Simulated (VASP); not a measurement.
A run of VASP 6.6.1 is set up as follows.

File INCAR:

```
PREC = Accurate ; ENCUT = 600
EDIFF = 1E-6 ; ISMEAR = 0
SIGMA = 0.01 ; LREAL = False
LASPH = True ; NELM = 120
ALGO = Normal ; ISIF = 2
LWAVE = False ; LCHARG = False
GGA = PS ; NBANDS = 11
GGA_COMPAT = False
```

KPOINTS

```
regular mesh
0
Gamma
  6 6 6
```

POSCAR

```
MgS
1.0
   -0.0210323604      2.5758141214      2.5758141214
    2.5758141214     -0.0210323604      2.5758141214
    2.5758141214      2.5758141214     -0.0210323604
Mg S
1 1
Direct
    0.0000000000      0.0000000000      0.0000000000
    0.5000000000      0.5000000000      0.5000000000
```

Potentials or basis: VASP PAW PBE potentials, release 64 (Mg, S).

Command:

```bash
$ cat potpaw_PBE.64/Mg/POTCAR potpaw_PBE.64/S/POTCAR > POTCAR
$ mpirun -np 1 vasp_std > vasp.out
```

Question: Predict the band gap on the k mesh.

Answer: 2.66 eV, indirect (least direct gap 3.65 eV).

Question: What does it give for the pressure?

Answer: 0.3 GPa.

Stress tensor (GPa, compression positive):
```
0.27 0.44 0.44
0.44 0.27 0.44
0.44 0.44 0.27
```

Caveat: the PAW data sets were made with another functional, which shifts forces and pressure a little. A k mesh can miss the band edges.
